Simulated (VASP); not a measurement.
Cu3N, 4 atoms in the cell. It takes space group Pm-3m (No. 221, cubic). Conventional cell: a = 3.789 Å, b = 3.789 Å, c = 3.789 Å, α = 90.00°, β = 90.00°, γ = 90.00°. Cu (site symmetry 4/mmm) has 2 N at 1.89 Å within 2.5 Å. N (site symmetry m-3m) has 6 Cu at 1.89 Å within 2.5 Å. 

| Quantity | Value |
| --- | --- |
| Program | VASP 6.6.1 |
| Task | single point |
| Functional | PBE |
| Dispersion | D4 |
| Potentials or basis | VASP PAW PBE potentials, release 64 (Cu, N) |
| Cutoff | 600 eV |
| k mesh | 4 × 4 × 4 |
| Occupations | fermi-dirac, width 0.02 eV |
| Spin | no spin polarisation |
| Dipole correction | no |
| Further INCAR settings | ALGO = Normal; EDIFF = 1e-06; NBANDS = 27 |

Potentials or basis: VASP PAW PBE potentials, release 64 (Cu, N).

Command:

```bash
$ cat potpaw_PBE.64/Cu/POTCAR potpaw_PBE.64/N/POTCAR > POTCAR
$ mpirun -np 1 vasp_std > vasp.out
```

Hardware: 1 thread of Intel Xeon 8259CL (shared host).

Q: Estimate the wall time of this run.

A: It took 16 s on 1 thread of Intel Xeon 8259CL (shared host), peak memory 0.17 GiB. Counts: scf iterations 14, k points 10.
